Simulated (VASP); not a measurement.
Input of a VASP 6.6.1 run:

Contents of INCAR:

```
SYSTEM = PIr2
PREC = Accurate
ENCUT = 520
EDIFF = 1E-6
ISMEAR = 0
SIGMA = 0.1
LREAL = .False.
LASPH = .True.
NELM = 80
ALGO = Normal
ISIF = 2
LWAVE = .False.
LCHARG = .True.
GGA = PS
LELF = .True.
LVHAR = .True.
NBANDS = 18
```

Contents of KPOINTS:

```
Automatic mesh
0
Gamma
  7 7 7
  0 0 0
```

The input POSCAR:

```
PIr2
1.0
    0.0000000000      2.7675000000      2.7675000000
    2.7675000000      0.0000000000      2.7675000000
    2.7675000000      2.7675000000      0.0000000000
P Ir
1 2
Direct
    0.0000000000      0.0000000000      0.0000000000
    0.2500000000      0.2500000000      0.2500000000
    0.7500000000      0.7500000000      0.7500000000
```

Potentials or basis: VASP PAW PBE potentials, release 64 (P, Ir).

Command:

```console
$ cat potpaw_PBE.64/P/POTCAR potpaw_PBE.64/Ir/POTCAR > POTCAR
$ mpirun -np 1 vasp_std > vasp.out
```

(1) What does it give for the pressure?

Answers

(1) 0.7 GPa.

Caveat: the PAW data sets were made with another functional, which shifts forces and pressure a little.
